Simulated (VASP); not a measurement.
Write the native input for VASP 6.6.1 that does the following.

| Item | Value |
| --- | --- |
| Task | electric field gradients |
| Functional | PBE |
| Potentials or basis | VASP PAW PBE potentials, release 64 (Sb) |
| Cutoff | 520 eV |
| k mesh | 12 × 12 × 7 |
| Occupations | fermi-dirac, width 0.05 eV |
| Spin | no spin polarisation |
| Dipole correction | no |
| Further INCAR settings | ALGO = Normal; EDIFF = 1e-08; NBANDS = 12 |

The structure of Sb lies in POSCAR:

```
Sb
1.0
    3.3016201759      0.0000000000      0.0000000000
   -1.6508100880      2.8592869460      0.0000000000
    0.0000000000      0.0000000000      5.3300000000
Sb
2
Direct
    0.3333333333      0.6666666667      0.2500000000
    0.6666666667      0.3333333333      0.7500000000
```

This isn't the form of Sb at room conditions, which is rhombohedral.

This cell differs from its parent crystal: equal xx and yy strain of -2 %.

One way to write it, as run:

INCAR

```
SYSTEM = Sb
PREC = Accurate
ENCUT = 520
EDIFF = 1E-8
ISMEAR = -1
SIGMA = 0.05
LREAL = .False.
LASPH = .True.
NELM = 60
ALGO = Normal
ISIF = 2
LWAVE = .False.
LCHARG = .False.
GGA = PE
LEFG = .True.
NBANDS = 12
```

KPOINTS

```
Automatic mesh
0
Gamma
  12 12 7
  0 0 0
```

Potentials or basis: VASP PAW PBE potentials, release 64 (Sb).

The run is started by

```bash
$ cat potpaw_PBE.64/Sb/POTCAR > POTCAR
$ mpirun -np 1 vasp_std > vasp.out
```

Results of the run:

```
Pressure                                : 6.0 GPa
Band gap on the k mesh                  : zero (bands 5 and 6 overlap by 7.59 eV)
Largest electric field gradient by atom : Sb +18.7 V/Å²
```

Caveat: the cell differs from its parent crystal (equal xx and yy strain of -2 %); the cell stands under pressure; without QUAD_EFG the Cq values of the log hold for a quadrupole moment of 1 mb, not for the nuclei; spin-orbit coupling is left out, which moves the levels of the heavy elements.

Wall time 23 s on 1 thread of AMD EPYC 9R45 96-Core Processor (Zen 5), with other jobs on the host, peak memory 0.17 GiB.
